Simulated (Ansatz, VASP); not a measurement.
## Two plane-wave programs on RbTa2As3

```
Rb Ta As
1.0
     5.89732    0.00000    0.00000
    -2.94866    5.10723    0.00000
     0.00000    0.00000    4.64773
Rb Ta As
1 2 3
Direct
  0.00000 0.00000 0.00000
  0.66667 0.33333 0.00000
  0.33333 0.66667 0.00000
  0.50000 0.00000 0.50000
  0.50000 0.50000 0.50000
  0.00000 0.50000 0.50000
```

Change from the starting cell: species swapped into the LaGa3Pd2 type (P6/mmm, No. 191).

Alike in both runs: task single point; functional PBE; k mesh 3 × 3 × 4; occupations gaussian, width 0.1 eV; no spin polarisation.

|  | VASP | Ansatz |
| --- | --- | --- |
| version | VASP 6.6.1 | Ansatz 0.2.0 |
| potentials or method | VASP PAW PBE potentials, release 64 (Rb_sv, Ta_pv, As), cutoff 520 eV | scalar-relativistic, plane waves, PAW |
| valence electrons in the cell | 46 | 80 |

```tsv
	VASP	Ansatz	Ansatz less VASP
gap on the k mesh at the Fermi level (eV)	none	none	-
pressure (GPa)	-6.5	-6.6	-0.12
traceless stress, the component that is largest in VASP (GPa)	-11.51	-11.55	-0.042
```

A gap of «none» marks a metal or a gap that the smearing closes. VASP's potentials hold 46 valence electrons a cell and Ansatz's 80, so a difference there can come from the potentials and not from the codes.

The k mesh is coarse, so the values compare programs but aren't converged. Neither program's run includes spin-orbit coupling.
